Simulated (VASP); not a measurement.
Here is a VASP 6.6.1 calculation.

INCAR

```
SYSTEM = ZrTlF3
PREC = Accurate ; ENCUT = 600
EDIFF = 1E-6 ; ISMEAR = 0
SIGMA = 0.1 ; LREAL = .False.
LASPH = .True. ; NELM = 100
ALGO = Normal ; ISIF = 3
LWAVE = .False. ; LCHARG = .False.
GGA = PE ; IBRION = 2
NSW = 90 ; EDIFFG = -0.04
```

The input KPOINTS:

```
Automatic mesh
0
Gamma
  4 4 4
  0 0 0
```

File POSCAR:

```
ZrTlF3
1.0
    5.7937588900      0.0000000000      0.0000000000
    0.0000000000      5.7937588900      0.0000000000
    0.0000000000      0.0000000000      4.0968062000
Zr Tl F
2 2 6
Direct
    0.0000000000      0.0000000000      0.9723587000
    0.5000000000      0.5000000000      0.9723587000
    0.5000000000      0.0000000000      0.4723587000
    0.0000000000      0.5000000000      0.4723587000
    0.2897236800      0.2102763200      0.0000000000
    0.2102763200      0.7102763200      0.0000000000
    0.0000000000      0.0000000000      0.5000000000
    0.7102763200      0.7897236800      0.0000000000
    0.7897236800      0.2897236800      0.0000000000
    0.5000000000      0.5000000000      0.5000000000
```

Potentials or basis: VASP PAW PBE potentials, release 64 (Zr_sv, Tl_d, F).

Command:

```console
$ cat potpaw_PBE.64/Zr_sv/POTCAR potpaw_PBE.64/Tl_d/POTCAR potpaw_PBE.64/F/POTCAR > POTCAR
$ mpirun -np 1 vasp_std > vasp.out
```

(1) Predict the space group after relaxing (to 0.1 Å).

(2) Predict the band gap on the k mesh.

## Answers

(1) Pm-3m (No. 221).

(2) zero (bands 46 and 47 overlap by 0.71 eV).

Caveat: the k points lie up to 0.36 Å⁻¹ apart in the final cell, too coarse for converged energies and pressures of a metal; spin-orbit coupling is left out, which moves the levels of the heavy elements.
